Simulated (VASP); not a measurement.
Input of a VASP 6.6.1 run:

Contents of INCAR:

```
SYSTEM = Nb
ALGO = Normal ; EDIFF = 1E-7
ENCUT = 520 ; GGA = RE
ISIF = 2 ; ISMEAR = -1
LASPH = .True. ; LCHARG = .False.
LREAL = .False. ; LWAVE = .False.
NBANDS = 12 ; NELM = 60
PREC = Accurate ; SIGMA = 0.1
```

File KPOINTS:

```
k-points
0
Gamma
  22 22 22
  0 0 0
```

The input POSCAR:

```
Nb
1.0
   -1.5922870301      1.5922870301      1.5922870301
    1.5922870301     -1.5922870301      1.5922870301
    1.5922870301      1.5922870301     -1.5922870301
Nb
1
Direct
    0.0000000000      0.0000000000      0.0000000000
```

Potentials or basis: VASP PAW PBE potentials, release 64 (Nb_sv).

Run with:

```bash
$ cat potpaw_PBE.64/Nb_sv/POTCAR > POTCAR
$ mpirun -np 1 vasp_std > vasp.out
```

Q: What does it give for the pressure?

A: 26.5 GPa.

Caveat: the PAW data sets were made with another functional, which shifts forces and pressure a little.
